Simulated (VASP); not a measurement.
# RbBr (Pm-3m) in VASP: notebook

Runs on RbBr. Level: PBEsol. Tasks: electric field gradients.

Program: VASP 6.6.1. These are calculated values, not measurements. Logs are shortened: lines on timing, memory, paths and dates and some standing lists are left out, and cuts for length are marked.

### 1 The cell of the first run

Symmetry: Pm-3m, No. 221, cubic system. Conventional cell: a = 3.381 Å, b = 3.381 Å, c = 3.381 Å, α = 90.00°, β = 90.00°, γ = 90.00°. Rb (site symmetry m-3m) has 8 Br at 2.93 Å and 6 Rb at 3.38 Å within 3.9 Å. Within 3.9 Å of Br (site symmetry m-3m) lie 8 Rb at 2.93 Å and 6 Br at 3.38 Å.

### 2 Electric field gradients, PBEsol (volume scaled by 0.55)

Input file INCAR:

```
SYSTEM = RbBr
  PREC = Accurate
  ENCUT = 520
  EDIFF = 1E-8
  ISMEAR = -1
  SIGMA = 0.03
  LREAL = .FALSE.
  LASPH = .TRUE.
  NELM = 60
  ALGO = Normal
  ISIF = 2
  LWAVE = .FALSE.
  LCHARG = .FALSE.
  GGA = PS
  LEFG = .TRUE.
  NBANDS = 15
```

Input file KPOINTS:

```
Automatic mesh
0
G
  7 7 7
  0 0 0
```

Input file POSCAR:

```
RbBr
1.0
    3.3805828960      0.0000000000      0.0000000000
    0.0000000000      3.3805828960      0.0000000000
    0.0000000000      0.0000000000      3.3805828960
Rb Br
1 1
Direct
    0.0000000000      0.0000000000      0.0000000000
    0.5000000000      0.5000000000      0.5000000000
```

Potentials or basis: VASP PAW PBE potentials, release 64 (Rb_sv, Br).

Started as:

```
> cat potpaw_PBE.64/Rb_sv/POTCAR potpaw_PBE.64/Br/POTCAR > POTCAR
> mpirun -np 1 vasp_std > vasp.out
```

OUTCAR:

```text
SYSTEM = RbBr
   PREC = Accurate
   ENCUT = 520
   EDIFF = 1E-8
   ISMEAR = -1
   LREAL = .FALSE.
   LASPH = .TRUE.
   NELM = 60
   ISIF = 2
   GGA = PS

 ion  position               nearest neighbor table
   1  0.000  0.000  0.000-   2 2.93   2 2.93   2 2.93   2 2.93   2 2.93   2 2.93   2 2.93   2 2.93

   2  0.500  0.500  0.500-   1 2.93   1 2.93   1 2.93   1 2.93   1 2.93   1 2.93   1 2.93   1 2.93

  LATTYP: Found a simple cubic cell.
 ALAT       =     3.3805828960

  Lattice vectors:

 A1 = (   3.3805828960,   0.0000000000,   0.0000000000)
 A2 = (   0.0000000000,   3.3805828960,   0.0000000000)
 A3 = (   0.0000000000,   0.0000000000,   3.3805828960)

Analysis of symmetry for initial positions (statically):
=====================================================================
 Subroutine PRICEL returns:
 Original cell was already a primitive cell.

 Routine SETGRP: Setting up the symmetry group for a
 simple cubic supercell.

 Subroutine GETGRP returns: Found 48 space group operations
 (whereof 48 operations were pure point group operations)
 out of a pool of 48 trial point group operations.

The static configuration has the point symmetry O_h .

Analysis of symmetry for dynamics (positions and initial velocities):
=====================================================================
 Subroutine PRICEL returns:
 Original cell was already a primitive cell.

 Routine SETGRP: Setting up the symmetry group for a
 simple cubic supercell.

 Subroutine GETGRP returns: Found 48 space group operations
 (whereof 48 operations were pure point group operations)
 out of a pool of 48 trial point group operations.

The dynamic configuration has the point symmetry O_h .

 Subroutine INISYM returns: Found 48 space group operations
 (whereof 48 operations are pure point group operations),
 and found     1 'primitive' translations

----------------------------------------------------------------------------------------

                                     Primitive cell

  volume of cell :      38.6345

  direct lattice vectors                    reciprocal lattice vectors
     3.380582896  0.000000000  0.000000000     0.295806975  0.000000000  0.000000000
     0.000000000  3.380582896  0.000000000     0.000000000  0.295806975  0.000000000
     0.000000000  0.000000000  3.380582896     0.000000000  0.000000000  0.295806975

  length of vectors
     3.380582896  3.380582896  3.380582896     0.295806975  0.295806975  0.295806975

  position of ions in fractional coordinates (direct lattice)
     0.000000000  0.000000000  0.000000000
     0.500000000  0.500000000  0.500000000

  ion indices of the primitive-cell ions
   primitive index   ion index
                 1           1
                 2           2

----------------------------------------------------------------------------------------

 KPOINTS: Automatic mesh

Automatic generation of k-mesh.
 Grid dimensions read from file:
 generate k-points for:    7    7    7

 Generating k-lattice:

  Cartesian coordinates                     Fractional coordinates (reciprocal lattice)
     0.042258139  0.000000000  0.000000000     0.142857143  0.000000000  0.000000000
     0.000000000  0.042258139  0.000000000     0.000000000  0.142857143  0.000000000
     0.000000000  0.000000000  0.042258139     0.000000000  0.000000000  0.142857143

  Length of vectors
     0.042258139  0.042258139  0.042258139

  Shift w.r.t. Gamma in fractional coordinates (k-lattice)
     0.000000000  0.000000000  0.000000000

 Subroutine IBZKPT returns following result:
 ===========================================

 Found     20 irreducible k-points:

 Following reciprocal coordinates:
            Coordinates               Weight
  0.000000  0.000000  0.000000      1.000000
  0.142857  0.000000  0.000000      6.000000
  0.285714  0.000000  0.000000      6.000000
  0.428571  0.000000  0.000000      6.000000
  0.142857  0.142857  0.000000     12.000000
  0.285714  0.142857  0.000000     24.000000
[... 12 lines left out ...]
  0.428571  0.428571  0.285714     24.000000
  0.428571  0.428571  0.428571      8.000000
   k-points           NKPTS =     20   k-points in BZ     NKDIM =     20   number of bands    NBANDS=     15
   number of dos      NEDOS =    301   number of ions     NIONS =      2
   total plane-waves  NPLWV =  21952
   dimension x,y,z NGX =    28 NGY =   28 NGZ =   28
   dimension x,y,z NGXF=    56 NGYF=   56 NGZF=   56
   ions per type =               1   1
   NGX,Y,Z   is equivalent  to a cutoff of  13.77, 13.77, 13.77 a.u.
   NGXF,Y,Z  is equivalent  to a cutoff of  27.54, 27.54, 27.54 a.u.
 SYSTEM =  RbBr
   PREC   = accura    normal or accurate (medium, high low for compatibility)
   ISTART =      0    job   : 0-new  1-cont  2-samecut
   ICHARG =      2    charge: 1-file 2-atom 10-const
   ISPIN  =      1    spin polarized calculation?
   LNONCOLLINEAR =      F non collinear calculations
   LSORBIT =      F    spin-orbit coupling
   LASPH  =      T    aspherical Exc in radial PAW
   ENCUT  =  520.0 eV  38.22 Ry    6.18 a.u.   6.29  6.29  6.29*2*pi/ulx,y,z
   NELM   =     60;   NELMIN=  2; NELMDL= -5     # of ELM steps
   EDIFF  = 0.1E-07   stopping-criterion for ELM
   LREAL  =      F    real-space projection
   EDIFFG = 0.1E-06   stopping-criterion for IOM
   NSW    =      0    number of steps for IOM
   IBRION =     -1    ionic relax: 0-MD 1-quasi-New 2-CG
   NFREE  =      0    steps in history (QN), initial steepest desc. (CG)
   ISIF   =      2    stress and relaxation
   ISYM   =      2    0-nonsym 1-usesym 2-fastsym
   POTIM  = 0.5000    time-step for ionic-motion
   TEBEG  =    0.0;   TEEND  =   0.0 temperature during run
   PSTRESS=    0.0 pullay stress
   NELECT =      16.0000    total number of electrons
   NUPDOWN=      -1.0000    fix difference up-down
   EMIN   =  10.00;   EMAX   =-10.00  energy-range for DOS
   EFERMI =   0.00;   METHOD = LEGACY
   ISMEAR =    -1;   SIGMA  =   0.03  broadening in eV -4-tet -1-fermi 0-gaus
   EFERMI_NEDOS =   21; number of points for ismear=-14 and -15
   IALGO  =     38    algorithm
   IMIX   =      4    mixing-type and parameters
     AMIX     =   0.40;   BMIX     =  1.00
     AMIX_MAG =   1.60;   BMIX_MAG =  1.00
  volume/ion in A,a.u.               =      19.32       130.36
  Fermi-wavevector in a.u.,A,eV,Ry     =   1.220272  2.305979 20.259935  1.489063
  Thomas-Fermi vector in A             =   2.355495
   LORBIT       =      0    0 simple, 1 ext, 2 COOP (PROOUT), +10 PAW based schemes
   GGA     = PS    functional components
   LHFCALC =     F    Hartree Fock is set to
   AEXX    =    0.0000 exact exchange contribution
   IVDW    =     0    specifies the selected vdW correction
   LEPSILON=     F    determine dielectric tensor
   LRPA    =     F    only Hartree local field effects (RPA)
 non-spin polarized calculation
  energy-cutoff  :      520.00
  volume of cell :       38.63
 maximum number of plane-waves:      1050
 NGX is ok and might be reduce to    28
   NGX = 13   NGY = 13   NGZ = 13

 number of electron      16.0000002 magnetization

 Free energy of the ion-electron system (eV)
  ---------------------------------------------------
  ext. energy  EPLUGINS =         0.00000000
  ---------------------------------------------------
  free energy    TOTEN  =        -4.23489772 eV

  energy without entropy =       -4.23489772  energy(sigma->0) =       -4.23489772

 E-fermi :   4.3520     XC(G=0): -10.9661

 val. band max:        3.6748969272   @ k =   0.0000   0.0000   0.0000
 cond. band min:       7.2311753540   @ k =   0.0000   0.0000   0.0000
 fundamental gap:      3.5562784268
 Fermi energy:         4.3520127000

 k-point     1 :       0.0000    0.0000    0.0000
  band No.  band energies     occupation
      1     -21.6643      2.00000
      2     -10.6251      2.00000
      3      -5.3372      2.00000
      4      -5.3372      2.00000
      5      -5.3372      2.00000
      6       3.6749      2.00000
      7       3.6749      2.00000
      8       3.6749      2.00000
      9       7.2312      0.00000
     10       7.2312      0.00000
     11      11.0641      0.00000
     12      14.7205      0.00000
     13      14.7205      0.00000
     14      14.7205      0.00000
     15      18.4422      0.00000

 k-point     2 :       0.1429    0.0000    0.0000
  band No.  band energies     occupation
      1     -21.6146      2.00000
      2     -10.7485      2.00000
      3      -5.3568      2.00000
      4      -5.2652      2.00000
      5      -5.2652      2.00000
      6       2.6630      2.00000
      7       3.4964      2.00000
      8       3.4964      2.00000
      9       7.4778      0.00000
     10       8.3353      0.00000
     11      11.9783      0.00000
     12      14.6233      0.00000
     13      14.6233      0.00000
     14      14.9305      0.00000
     15      16.5017      0.00000

 k-point     3 :       0.2857    0.0000    0.0000
  band No.  band energies     occupation
      1     -21.4992      2.00000
      2     -11.0531      2.00000
      3      -5.2665      2.00000
      4      -5.0943      2.00000
      5      -5.0943      2.00000
      6       0.9944      2.00000
      7       3.0834      2.00000
      8       3.0834      2.00000
      9       8.1991      0.00000
     10      10.7814      0.00000
     11      13.6836      0.00000
     12      13.9237      0.00000
     13      14.7492      0.00000
     14      14.7492      0.00000
     15      15.5150      0.00000
[... 271 lines left out ...]
 k-point    19 :       0.4286    0.4286    0.2857
  band No.  band energies     occupation
      1     -21.0944      2.00000
      2      -9.8919      2.00000
      3      -6.5670      2.00000
      4      -6.4642      2.00000
      5      -5.7890      2.00000
      6       0.4800      2.00000
      7       0.7113      2.00000
      8       1.3700      2.00000
      9      11.3081      0.00000
     10      12.5724      0.00000
     11      12.7979      0.00000
     12      14.6669      0.00000
     13      17.2406      0.00000
     14      17.6709      0.00000
     15      19.4844      0.00000

 k-point    20 :       0.4286    0.4286    0.4286
  band No.  band energies     occupation
      1     -21.0318      2.00000
      2      -9.6247      2.00000
      3      -6.3431      2.00000
      4      -6.2766      2.00000
      5      -6.2766      2.00000
      6      -0.0507      2.00000
      7      -0.0507      2.00000
      8       0.3437      2.00000
      9      13.0619      0.00000
     10      13.8675      0.00000
     11      13.8675      0.00000
     12      16.6494      0.00000
     13      16.6494      0.00000
     14      16.8654      0.00000
     15      19.5907      0.00000

------------------------ aborting loop because EDIFF is reached ----------------------------------------

  FORCE on cell =-STRESS in cart. coord.  units (eV):
  Direction    XX          YY          ZZ          XY          YZ          ZX
  --------------------------------------------------------------------------------------
  -------------------------------------------------------------------------------------
  Total        9.5384994      9.5384994      9.5384994      0.0000000      0.0000000     -0.0000000
  in kB      395.5631892    395.5631892    395.5631892      0.0000000      0.0000000     -0.0000000
  external PRESSURE =     395.5631892 kB  Pullay stress =       0.0000000 kB

 VOLUME and BASIS-vectors are now :
 -----------------------------------------------------------------------------
  energy-cutoff  :      520.00
  volume of cell :       38.63
      direct lattice vectors                 reciprocal lattice vectors
     3.380582896  0.000000000  0.000000000     0.295806975  0.000000000  0.000000000
     0.000000000  3.380582896  0.000000000     0.000000000  0.295806975  0.000000000
     0.000000000  0.000000000  3.380582896     0.000000000  0.000000000  0.295806975

 POSITION                                       TOTAL-FORCE (eV/Angst)
 -----------------------------------------------------------------------------------
      0.00000      0.00000      0.00000         0.000000      0.000000      0.000000
      1.69029      1.69029      1.69029         0.000000      0.000000      0.000000
 -----------------------------------------------------------------------------------
    total drift:                               -0.000000      0.000000      0.000000

  FREE ENERGIE OF THE ION-ELECTRON SYSTEM (eV)
  ---------------------------------------------------
  free  energy   TOTEN  =        -4.2348977168 eV

  energy  without entropy=       -4.2348977168  energy(sigma->0) =       -4.23489772

 Electric field gradients (V/A^2)
---------------------------------------------------------------------
 ion       V_xx      V_yy      V_zz      V_xy      V_xz      V_yz
---------------------------------------------------------------------
   1      -0.000    -0.000    -0.000     0.000    -0.000    -0.000
   2       0.000    -0.000     0.000     0.000    -0.000    -0.000
---------------------------------------------------------------------

 Electric field gradients after diagonalization (V/A^2)
 (convention: |V_zz| > |V_xx| > |V_yy|)
----------------------------------------------------------------------
 ion       V_xx      V_yy      V_zz     asymmetry (V_yy - V_xx)/ V_zz
----------------------------------------------------------------------
   1      -0.000    -0.000    -0.000      -0.186
   2       0.000    -0.000     0.000      -0.390
----------------------------------------------------------------------

           NMR quadrupolar parameters

 Cq : quadrupolar parameter    Cq=e*Q*V_zz/h
 eta: asymmetry parameters     (V_yy - V_xx)/ V_zz
 Q  : nuclear electric quadrupole moment in mb (millibarn)
----------------------------------------------------------------------
 ion       Cq(MHz)       eta       Q (mb)
----------------------------------------------------------------------
   1      -0.000      -0.186       1.000
   2       0.000      -0.390       1.000
----------------------------------------------------------------------
```

Wall time 13 s (1 thread of Intel Xeon Platinum 8259CL at 2.50GHz (Skylake/Cascade Lake), shared host); peak memory 0.15 GiB.

Results:

```yaml
Free_energy: -4.2349 eV
Pressure: 39.6 GPa
Band_gap_on_the_k_mesh: 3.56 eV, direct
```

Caveat: without QUAD_EFG the Cq values of the log hold for a quadrupole moment of 1 mb, not for the nuclei; the PAW data sets were made with another functional, which shifts forces and pressure a little.

(Part 1 of 3 ends here.)
